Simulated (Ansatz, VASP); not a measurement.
Al in VASP and in Ansatz

```
Al
1.0
     2.85715    0.00000    0.00000
     0.00000    4.04062    0.00000
     0.00000    0.00000   25.00003
Al
8
Direct
  0.50000 0.50000 0.30000
  0.00000 0.00000 0.35714
  0.50000 0.50000 0.41429
  0.00000 0.00000 0.47143
  0.50000 0.50000 0.52857
  0.00000 0.00000 0.58571
  0.50000 0.50000 0.64286
  0.00000 0.00000 0.70000
```

Alike in both runs: task single point; functional PBE; k mesh 12 × 9 × 1; occupations gaussian, width 0.1 eV; no spin polarisation.

|  | VASP | Ansatz |
| --- | --- | --- |
| version | VASP 6.6.1 | Ansatz 0.2.0 |
| potentials or method | VASP PAW PBE potentials, release 64 (Al), cutoff 520 eV | scalar-relativistic, plane waves, PAW |
| valence electrons in the cell | 24 | 24 |

VASP gave:

| Item | Value |
| --- | --- |
| gap on the k mesh at the Fermi level (eV) | none |
| rms of the force components (eV/Å) | 0.101 |

Q: What did Ansatz give for the same quantities?

A: gap on the k mesh at the Fermi level (eV): none; rms of the force components (eV/Å): 0.100.

Atom by atom the forces differ by 0.000 eV/Å (rms over components). A gap of «none» marks a metal or a gap that the smearing closes.
